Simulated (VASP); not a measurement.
Write the native input for VASP 6.6.1 that does the following.

* Task: single point
* Functional: PBE
* Potentials or basis: VASP PAW PBE potentials, release 64 (F)
* Cutoff: 520 eV
* k mesh: 17 × 17 × 17
* Occupations: fermi-dirac, width 0.136057 eV
* Spin: no spin polarisation
* Dipole correction: no
* Further INCAR settings: ALGO = Normal; EDIFF = 1e-06; NBANDS = 10

The structure of F lies in POSCAR:

```
F
1.0
   -1.3719768290      1.3719768290      1.3719768290
    1.3719768290     -1.3719768290      1.3719768290
    1.3719768290      1.3719768290     -1.3719768290
F
1
Direct
    0.0000000000      0.0000000000      0.0000000000
```

The input as run:

INCAR

```
SYSTEM = F
PREC = Accurate
ENCUT = 520
EDIFF = 1E-6
ISMEAR = -1
SIGMA = 0.13605693000000002
LREAL = .FALSE.
LASPH = .TRUE.
NELM = 80
ALGO = Normal
ISIF = 2
LWAVE = .FALSE.
LCHARG = .TRUE.
GGA = PE
LELF = .TRUE.
LVHAR = .TRUE.
NBANDS = 10
```

KPOINTS

```
regular mesh
0
G
  17 17 17
  0 0 0
```

Potentials or basis: VASP PAW PBE potentials, release 64 (F).

The run is started by

```console
$ cat potpaw_PBE.64/F/POTCAR > POTCAR
$ mpirun -np 1 vasp_std > vasp.out
```

It gave:

```yaml
Pressure: -0.7 GPa
Band_gap_on_the_k_mesh: zero (an odd number of electrons rules out a gap without spin polarisation)
```

Caveat: an odd number of electrons without spin polarisation forces a metal; a magnetic or distorted state may lie lower.

Run time: 17 s on 1 thread of Intel(R) Xeon(R) Platinum 8259CL CPU @ 2.50GHz (Skylake/Cascade Lake), with other jobs on the host, peak memory 0.12 GiB.
